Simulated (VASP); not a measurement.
Write the native input for VASP 6.6.1 that does the following.

* Task: relaxation of cell and atoms
* Functional: LDA
* Potentials or basis: VASP PAW LDA potentials, release 64 (Pb_d)
* Cutoff: 600 eV
* k mesh: 13 × 13 × 13
* Occupations: fermi-dirac, width 0.05 eV
* Spin: no spin polarisation
* Dipole correction: no
* Further INCAR settings: ALGO = Normal; EDIFF = 1e-06; IBRION = 2; EDIFFG = -0.005; NSW = 60; ISIF = 3

The structure of Pb lies in POSCAR:

```
Pb
1.0
    3.1509203660      0.0000000000      0.0000000000
    0.0000000000      3.1509203660      0.0000000000
    0.0000000000      0.0000000000      3.1509203660
Pb
1
Direct
    0.0000000000      0.0000000000      0.0000000000
```

One way to write it, as run:

INCAR

```
SYSTEM = Pb
PREC     = Accurate       ! precision mode
ENCUT    = 600            ! plane-wave cutoff, eV
EDIFF    = 1E-6           ! SCF threshold, eV
ISMEAR   = -1             ! smearing method
SIGMA    = 0.05           ! smearing width, eV
LREAL    = .False.        ! projectors in reciprocal space
LASPH    = .True.         ! aspherical terms in the spheres
NELM     = 80             ! most SCF steps
ALGO     = Normal         ! electronic algorithm
ISIF     = 3              ! what is computed and relaxed
LWAVE    = .False.        ! write WAVECAR
LCHARG   = .False.        ! write CHGCAR
IBRION   = 2              ! ionic algorithm
NSW      = 60             ! ionic steps
EDIFFG   = -0.005         ! ionic threshold
```

KPOINTS

```
Automatic mesh
0
Gamma
  13 13 13
  0 0 0
```

Potentials or basis: VASP PAW LDA potentials, release 64 (Pb_d).

Command:

```sh
$ cat potpaw_LDA.64/Pb_d/POTCAR > POTCAR
$ mpirun -np 1 vasp_std > vasp.out
```

It gave:

```json
{"Relaxed volume": "31.20 Å³/atom", "Relaxed cell": "a = 3.148 Å, b = 3.148 Å, c = 3.148 Å, α = 90.00°, β = 90.00°, γ = 90.00°", "Space group after relaxing (to 0.05 Å)": "Pm-3m (No. 221)", "Energy gained by relaxing": "0.0 meV/atom", "Ionic steps": "6", "Pressure after relaxing": "0.0 GPa", "Band gap on the k mesh": "zero (band 7 reaches 11.64 eV, above the bottom of band 8 at 4.58 eV)"}
```

Caveat: spin-orbit coupling is left out, which moves the levels of the heavy elements.

Run time: 47 s on 1 thread of Intel(R) Xeon(R) 6975P-C (Granite Rapids), on a shared host, peak memory 0.17 GiB.
